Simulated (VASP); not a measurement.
# Li (P6_3/mmc) in VASP: a series of runs

The runs below take Li through single point, with BLYP.

All numbers are computed with VASP 6.6.1; they aren't measurements. Logs are shortened: lines on timing, memory, paths and dates and some standing lists are left out, and cuts for length are marked.

## (1) The cell of the first run

The structure is hexagonal, space group P6_3/mmc (No. 194). The conventional cell has a = 3.007 Å, b = 3.007 Å, c = 9.795 Å, α = 90.00°, β = 90.00°, γ = 120.00°. Li (site symmetry -3m) has 12 Li at 3.00 to 3.01 Å within 4.0 Å. Within 4.0 Å of Li (site symmetry -6m2) lie 12 Li at 3.00 to 3.01 Å.

This isn't the form of Li at room conditions, which is bcc.

## (2) Single point, BLYP (19.17 Å³/atom)

INCAR

```
SYSTEM = Li
PREC = Accurate
ENCUT = 520
EDIFF = 1E-7
ISMEAR = -1
SIGMA = 0.1
LREAL = .FALSE.
LASPH = .TRUE.
NELM = 100
ALGO = Normal
ISIF = 2
LWAVE = .FALSE.
LCHARG = .FALSE.
GGA = B5
ALDAX = 1.0
AGGAX = 1.0
AGGAC = 1.0
ALDAC = 0.0
NBANDS = 14
```

KPOINTS

```
regular mesh
0
G
  13 13 4
  0 0 0
```

POSCAR

```
Li
1.0
    3.0065320812      0.0000000000      0.0000000000
   -1.5032660406      2.6037331596      0.0000000000
    0.0000000000      0.0000000000      9.7949261972
Li
4
Direct
    1.0000000000      1.0000000000      0.0000000000
    1.0000000000      1.0000000000      0.5000000000
    0.3333333333      0.6666666667      0.2500000000
    0.6666666667      0.3333333333      0.7500000000
```

Potentials or basis: VASP PAW PBE potentials, release 64 (Li_sv).

The run is started by

```
$ cat potpaw_PBE.64/Li_sv/POTCAR > POTCAR
$ mpirun -np 1 vasp_std > vasp.out
```

OUTCAR:

```text
SYSTEM = Li
   PREC = Accurate
   ENCUT = 520
   EDIFF = 1E-7
   ISMEAR = -1
   LREAL = .FALSE.
   LASPH = .TRUE.
   NELM = 100
   ISIF = 2
   GGA = B5

 ion  position               nearest neighbor table
   1  0.000  0.000  0.000-
   2  0.000  0.000  0.500-
   3  0.333  0.667  0.250-
   4  0.667  0.333  0.750-

  LATTYP: Found a hexagonal cell.
 ALAT       =     3.0065320812
 C/A-ratio  =     3.2578818162

  Lattice vectors:

 A1 = (   3.0065320812,   0.0000000000,   0.0000000000)
 A2 = (  -1.5032660406,   2.6037331596,   0.0000000000)
 A3 = (   0.0000000000,   0.0000000000,   9.7949261972)

Analysis of symmetry for initial positions (statically):
=====================================================================
 Subroutine PRICEL returns:
 Original cell was already a primitive cell.

 Routine SETGRP: Setting up the symmetry group for a
 hexagonal supercell.

 Subroutine GETGRP returns: Found 24 space group operations
 (whereof 12 operations were pure point group operations)
 out of a pool of 24 trial point group operations.

The static configuration has the point symmetry D_3d.
 The point group associated with its full space group is D_6h.

Analysis of symmetry for dynamics (positions and initial velocities):
=====================================================================
 Subroutine PRICEL returns:
 Original cell was already a primitive cell.

 Routine SETGRP: Setting up the symmetry group for a
 hexagonal supercell.

 Subroutine GETGRP returns: Found 24 space group operations
 (whereof 12 operations were pure point group operations)
 out of a pool of 24 trial point group operations.

The dynamic configuration has the point symmetry D_3d.
 The point group associated with its full space group is D_6h.

 Subroutine INISYM returns: Found 24 space group operations
 (whereof 12 operations are pure point group operations),
 and found     1 'primitive' translations

----------------------------------------------------------------------------------------

                                     Primitive cell

  volume of cell :      76.6767

  direct lattice vectors                    reciprocal lattice vectors
     3.006532081  0.000000000  0.000000000     0.332609123  0.192031967  0.000000000
    -1.503266041  2.603733160  0.000000000     0.000000000  0.384063934  0.000000000
     0.000000000  0.000000000  9.794926197     0.000000000  0.000000000  0.102093674

  length of vectors
     3.006532081  3.006532081  9.794926197     0.384063934  0.384063934  0.102093674

  position of ions in fractional coordinates (direct lattice)
     0.000000000  0.000000000  0.000000000
     0.000000000  0.000000000  0.500000000
     0.333333333  0.666666667  0.250000000
     0.666666667  0.333333333  0.750000000

  ion indices of the primitive-cell ions
   primitive index   ion index
                 1           1
                 2           2
                 3           3
                 4           4

----------------------------------------------------------------------------------------

 KPOINTS: regular mesh

Automatic generation of k-mesh.
 Grid dimensions read from file:
 generate k-points for:   13   13    4

 Generating k-lattice:

  Cartesian coordinates                     Fractional coordinates (reciprocal lattice)
     0.025585317  0.014771690  0.000000000     0.076923077  0.000000000  0.000000000
     0.000000000  0.029543380  0.000000000     0.000000000  0.076923077  0.000000000
     0.000000000  0.000000000  0.025523418     0.000000000  0.000000000  0.250000000

  Length of vectors
     0.029543380  0.029543380  0.025523418

  Shift w.r.t. Gamma in fractional coordinates (k-lattice)
     0.000000000  0.000000000  0.000000000

 Subroutine IBZKPT returns following result:
 ===========================================

 Found     63 irreducible k-points:

 Following reciprocal coordinates:
            Coordinates               Weight
  0.000000  0.000000  0.000000      1.000000
  0.076923  0.000000  0.000000      6.000000
  0.153846  0.000000  0.000000      6.000000
  0.230769  0.000000  0.000000      6.000000
  0.307692  0.000000  0.000000      6.000000
  0.384615  0.000000  0.000000      6.000000
[... 16 lines left out ...]
  0.076923  0.000000  0.250000     12.000000
  0.153846  0.000000  0.250000     12.000000
 [... further k-points ...]
   k-points           NKPTS =     63   k-points in BZ     NKDIM =     63   number of bands    NBANDS=     14
   number of dos      NEDOS =    301   number of ions     NIONS =      4
   total plane-waves  NPLWV =  46080
   dimension x,y,z NGX =    24 NGY =   24 NGZ =   80
   dimension x,y,z NGXF=    48 NGYF=   48 NGZF=  160
   ions per type =               4
   NGX,Y,Z   is equivalent  to a cutoff of  13.27, 13.27, 13.58 a.u.
   NGXF,Y,Z  is equivalent  to a cutoff of  26.54, 26.54, 27.16 a.u.
 SYSTEM =  Li
   PREC   = accura    normal or accurate (medium, high low for compatibility)
   ISTART =      0    job   : 0-new  1-cont  2-samecut
   ICHARG =      2    charge: 1-file 2-atom 10-const
   ISPIN  =      1    spin polarized calculation?
   LNONCOLLINEAR =      F non collinear calculations
   LSORBIT =      F    spin-orbit coupling
   LASPH  =      T    aspherical Exc in radial PAW
   ENCUT  =  520.0 eV  38.22 Ry    6.18 a.u.   5.59  5.59 18.21*2*pi/ulx,y,z
   NELM   =    100;   NELMIN=  2; NELMDL= -5     # of ELM steps
   EDIFF  = 0.1E-06   stopping-criterion for ELM
   LREAL  =      F    real-space projection
   EDIFFG = 0.1E-05   stopping-criterion for IOM
   NSW    =      0    number of steps for IOM
   IBRION =     -1    ionic relax: 0-MD 1-quasi-New 2-CG
   NFREE  =      0    steps in history (QN), initial steepest desc. (CG)
   ISIF   =      2    stress and relaxation
   ISYM   =      2    0-nonsym 1-usesym 2-fastsym
   POTIM  = 0.5000    time-step for ionic-motion
   TEBEG  =    0.0;   TEEND  =   0.0 temperature during run
   PSTRESS=    0.0 pullay stress
   NELECT =      12.0000    total number of electrons
   NUPDOWN=      -1.0000    fix difference up-down
   EMIN   =  10.00;   EMAX   =-10.00  energy-range for DOS
   EFERMI =   0.00;   METHOD = LEGACY
   ISMEAR =    -1;   SIGMA  =   0.10  broadening in eV -4-tet -1-fermi 0-gaus
   EFERMI_NEDOS =   21; number of points for ismear=-14 and -15
   IALGO  =     38    algorithm
   IMIX   =      4    mixing-type and parameters
     AMIX     =   0.40;   BMIX     =  1.00
     AMIX_MAG =   1.60;   BMIX_MAG =  1.00
  volume/ion in A,a.u.               =      19.17       129.36
  Fermi-wavevector in a.u.,A,eV,Ry     =   0.882228  1.667169 10.589767  0.778326
  Thomas-Fermi vector in A             =   2.002831
   LORBIT       =      0    0 simple, 1 ext, 2 COOP (PROOUT), +10 PAW based schemes
   GGA     = B5    functional components
   LHFCALC =     F    Hartree Fock is set to
   AEXX    =    0.0000 exact exchange contribution
   IVDW    =     0    specifies the selected vdW correction
   LEPSILON=     F    determine dielectric tensor
   LRPA    =     F    only Hartree local field effects (RPA)
 non-spin polarized calculation
  energy-cutoff  :      520.00
  volume of cell :       76.68
 maximum number of plane-waves:      2100
 NGX is ok and might be reduce to    24
   NGX = 11   NGY = 11   NGZ = 37

 number of electron      12.0000007 magnetization

 Free energy of the ion-electron system (eV)
  ---------------------------------------------------
  ext. energy  EPLUGINS =         0.00000000
  ---------------------------------------------------
  free energy    TOTEN  =        -6.29951482 eV

  energy without entropy =       -6.23122113  energy(sigma->0) =       -6.26536797

 E-fermi :   1.2123     XC(G=0):  -6.7856

 val. band max:        1.1976237704   @ k =   0.3077   0.2308   0.2500
 cond. band min:       1.2123231135   @ k =   0.2308   0.1538   0.2500
 fundamental gap:      0.0146993431
 Fermi energy:         1.2123115421

 k-point     1 :       0.0000    0.0000    0.0000
  band No.  band energies     occupation
      1     -45.9357      2.00000
      2     -45.9255      2.00000
      3     -45.9241      2.00000
      4     -45.9139      2.00000
      5      -2.4027      2.00000
      6      -1.2712      2.00000
      7      -1.2708      2.00000
      8       1.1697      1.20980
      9       4.3476      0.00000
     10       9.4913      0.00000
     11       9.4964      0.00000
     12      13.9765      0.00000
     13      13.9765      0.00000
     14      14.5776      0.00000

 k-point     2 :       0.0769    0.0000    0.0000
  band No.  band energies     occupation
      1     -45.9346      2.00000
      2     -45.9247      2.00000
      3     -45.9233      2.00000
      4     -45.9134      2.00000
      5      -2.3076      2.00000
      6      -1.1728      2.00000
      7      -1.1722      2.00000
      8       1.2981      0.59537
      9       4.3763      0.00000
     10       9.5269      0.00000
     11       9.5390      0.00000
     12      12.9835      0.00000
     13      13.2506      0.00000
     14      14.0749      0.00000

 k-point     3 :       0.1538    0.0000    0.0000
  band No.  band energies     occupation
      1     -45.9315      2.00000
      2     -45.9224      2.00000
      3     -45.9211      2.00000
      4     -45.9120      2.00000
      5      -2.0217      2.00000
      6      -0.8787      2.00000
      7      -0.8777      2.00000
      8       1.6830      0.01791
      9       4.4555      0.00000
     10       9.5140      0.00000
     11       9.6101      0.00000
     12      11.3192      0.00000
     13      12.2121      0.00000
     14      12.2564      0.00000
[... 324 lines left out ...]
 k-point    23 :       0.0769    0.0000    0.2500
  band No.  band energies     occupation
      1     -45.9338      2.00000
      2     -45.9281      2.00000
      3     -45.9199      2.00000
      4     -45.9142      2.00000
      5      -2.2366      2.00000
      6      -1.6679      2.00000
      7      -0.5453      2.00000
      8       0.9187      1.89925
      9       4.9283      0.00000
     10       7.7518      0.00000
     11      11.4376      0.00000
     12      13.0614      0.00000
     13      13.3262      0.00000
     14      13.6322      0.00000

 k-point    24 :       0.1538    0.0000    0.2500
  band No.  band energies     occupation
      1     -45.9308      2.00000
      2     -45.9255      2.00000
      3     -45.9180      2.00000
      4     -45.9127      2.00000
      5      -1.9504      2.00000
      6      -1.3782      2.00000
      7      -0.2429      2.00000
      8       1.2702      0.71841
      9       5.0368      0.00000
     10       7.8642      0.00000
     11      10.9143      0.00000
     12      11.5776      0.00000
     13      12.0848      0.00000
     14      12.2969      0.00000

 [... further k-points ...]
[... 5 lines left out ...]
  --------------------------------------------------------------------------------------
  -------------------------------------------------------------------------------------
  Total        0.2443630      0.2443630      0.3170118      0.0000000     -0.0000000      0.0000000
  in kB        5.1060209      5.1060209      6.6240344      0.0000000     -0.0000000      0.0000000
  external PRESSURE =       5.6120254 kB  Pullay stress =       0.0000000 kB

 VOLUME and BASIS-vectors are now :
 -----------------------------------------------------------------------------
  energy-cutoff  :      520.00
  volume of cell :       76.68
      direct lattice vectors                 reciprocal lattice vectors
     3.006532081  0.000000000  0.000000000     0.332609123  0.192031967  0.000000000
    -1.503266041  2.603733160  0.000000000     0.000000000  0.384063934  0.000000000
     0.000000000  0.000000000  9.794926197     0.000000000  0.000000000  0.102093674

 POSITION                                       TOTAL-FORCE (eV/Angst)
 -----------------------------------------------------------------------------------
      0.00000      0.00000      0.00000         0.000000      0.000000     -0.000000
      0.00000      0.00000      4.89746         0.000000      0.000000     -0.000000
     -0.00000      1.73582      2.44873         0.000000     -0.000000     -0.000000
      1.50327      0.86791      7.34619        -0.000000      0.000000      0.000000
 -----------------------------------------------------------------------------------
    total drift:                               -0.000000      0.000000     -0.000000

  FREE ENERGIE OF THE ION-ELECTRON SYSTEM (eV)
  ---------------------------------------------------
  free  energy   TOTEN  =        -6.2995148169 eV

  energy  without entropy=       -6.2312211271  energy(sigma->0) =       -6.26536797
```

Wall time 62 s (1 thread of AMD EPYC 9R45 (Zen 5), shared host); peak memory 0.18 GiB.

What came out:

| Item | Value |
| --- | --- |
| Free energy | -6.2995 eV |
| Band gap on the k mesh | zero (bands 6 and 7 overlap by 4.13 eV) |

Caveat: the cutoff is under 1.25 times the usual one of these potentials, so pressure, stress and relaxed cells hold a basis-set (Pulay) error; the PAW data sets were made with another functional, which shifts forces and pressure a little.

## (3) Single point, BLYP (19.97 Å³/atom)

This run uses another cell than the first one, of 19.97 Å³/atom.

INCAR

```
PREC = Accurate
ENCUT = 520
EDIFF = 1E-6
ISMEAR = -1
SIGMA = 0.1
LREAL = False
LASPH = True
NELM = 100
ALGO = Normal
ISIF = 2
LWAVE = False
LCHARG = False
GGA = B5
ALDAX = 1.0
AGGAX = 1.0
AGGAC = 1.0
ALDAC = 0.0
NBANDS = 14
```

KPOINTS

```
regular mesh
0
Gamma
  13 13 4
```

POSCAR

```
Li
1.0
    3.0477225706      0.0000000000      0.0000000000
   -1.5238612853      2.6394051699      0.0000000000
    0.0000000000      0.0000000000      9.9291199439
Li
4
Direct
    1.0000000000      1.0000000000      0.0000000000
    1.0000000000      1.0000000000      0.5000000000
    0.3333333333      0.6666666667      0.2500000000
    0.6666666667      0.3333333333      0.7500000000
```

Potentials or basis: VASP PAW PBE potentials, release 64 (Li_sv).

The run is started by

```
$ cat potpaw_PBE.64/Li_sv/POTCAR > POTCAR
$ mpirun -np 1 vasp_std > vasp.out
```

It took 54 s on 1 thread of AMD EPYC 9R45 (Zen 5), shared host; peak memory 0.18 GiB.

Results (log left out):

```yaml
Free_energy: -6.3072 eV
Band_gap_on_the_k_mesh: zero (bands 6 and 7 overlap by 4.07 eV)
```

Levels at points of the mesh, in eV from the Fermi level:
```tsv
k point	band 3	band 4	band 5	band 6	band 7	band 8	band 9	band 10
(0.00, 0.00, 0.00)	-47.20	-47.20	-3.56	-2.45	-2.45	-0.02	2.99	8.04
(0.00, 0.00, 0.50)	-47.20	-47.20	-3.28	-3.28	-1.11	-1.11	4.75	4.75
```

Caveat: the cutoff is under 1.25 times the usual one of these potentials, so pressure, stress and relaxed cells hold a basis-set (Pulay) error; the PAW data sets were made with another functional, which shifts forces and pressure a little.

## (4) Single point, BLYP (20.77 Å³/atom)

This run uses another cell than the first one, of 20.77 Å³/atom.

INCAR

```
SYSTEM = Li
AGGAC = 1.0 ; AGGAX = 1.0
ALDAC = 0.0 ; ALDAX = 1.0
ALGO = Normal ; EDIFF = 1E-6
ENCUT = 520 ; GGA = B5
ISIF = 2 ; ISMEAR = -1
LASPH = .True. ; LCHARG = .False.
LREAL = .False. ; LWAVE = .False.
NBANDS = 14 ; NELM = 100
PREC = Accurate ; SIGMA = 0.1
```

KPOINTS

```
k-points
0
Gamma
  13 13 4
  0 0 0
```

POSCAR

```
Li
1.0
    3.0878287827      0.0000000000      0.0000000000
   -1.5439143913      2.6741381683      0.0000000000
    0.0000000000      0.0000000000     10.0597812428
Li
4
Direct
    1.0000000000      1.0000000000      0.0000000000
    1.0000000000      1.0000000000      0.5000000000
    0.3333333333      0.6666666667      0.2500000000
    0.6666666667      0.3333333333      0.7500000000
```

The run is started by

```
$ cat potpaw_PBE.64/Li_sv/POTCAR > POTCAR
$ mpirun -np 1 vasp_std > vasp.out
```

Wall time 59 s (1 thread of AMD EPYC 9R45 (Zen 5), shared host); peak memory 0.18 GiB.

The run converged. Its results:

```
Free energy            : -6.3036 eV
Band gap on the k mesh : zero (bands 6 and 7 overlap by 4.01 eV)
```

Levels at points of the mesh, in eV from the Fermi level:
```csv
k point,band 2,band 3,band 4,band 5,band 6,band 7,band 8,band 9,band 10,band 11
"(0.00, 0.00, 0.00)",-47.27,-47.27,-47.26,-3.51,-2.41,-2.41,-0.01,2.86,7.82,7.83
"(0.00, 0.00, 0.50)",-47.28,-47.27,-47.27,-3.24,-3.24,-1.09,-1.09,4.60,4.60,11.53
```

Caveat: the cutoff is under 1.25 times the usual one of these potentials, so pressure, stress and relaxed cells hold a basis-set (Pulay) error; the PAW data sets were made with another functional, which shifts forces and pressure a little.

## (5) Overview

```csv
cell,gap on the mesh (eV)
"a = 3.007, b = 3.007, c = 9.795 Å, angles 90.0, 90.0, 120.0°, 4 atoms",none
"a = 3.048, b = 3.048, c = 9.929 Å, angles 90.0, 90.0, 120.0°, 4 atoms",none
"a = 3.088, b = 3.088, c = 10.060 Å, angles 90.0, 90.0, 120.0°, 4 atoms",none
```

Alike in all rows: task single point; level BLYP; potentials or basis VASP PAW PBE potentials, release 64 (Li_sv); no spin polarisation; k mesh 13 × 13 × 4; cutoff (eV) 520; smearing fermi-dirac 0.1 eV.

Caveats: the cutoff is under 1.25 times the usual one of these potentials, so pressure, stress and relaxed cells hold a basis-set (Pulay) error; the PAW data sets were made with another functional, which shifts forces and pressure a little.

Total energies depend on the potentials used, so only differences within one code and one set of settings carry meaning.
